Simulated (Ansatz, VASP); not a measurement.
**Ga: VASP beside Ansatz**

```
CELL_PARAMETERS angstrom
0.00000 3.13894 3.13894
3.13894 0.00000 3.13894
3.13894 3.13894 0.00000
ATOMIC_POSITIONS crystal
Ga 0.12500 0.12500 0.12500
Ga 0.87500 0.87500 0.87500
```

Alike in both runs: task single point; functional BLYP; k mesh 10 × 10 × 10; occupations fermi-dirac, width 0.1 eV; no spin polarisation.

|  | VASP | Ansatz |
| --- | --- | --- |
| version | VASP 6.6.1 | Ansatz 0.2.0 |
| potentials or method | VASP PAW PBE potentials, release 64 (Ga_d), cutoff 520 eV | plane waves (420 eV) with PAW, scalar-relativistic |
| valence electrons in the cell | 26 | 26 |

```tsv
	VASP	Ansatz	Ansatz less VASP
pressure (GPa)	-2.0	-2.1	-0.03
```

VASP's potentials were made for PBE, not for BLYP. The functional is the same, so the differences come from potentials, cutoffs and numerics.
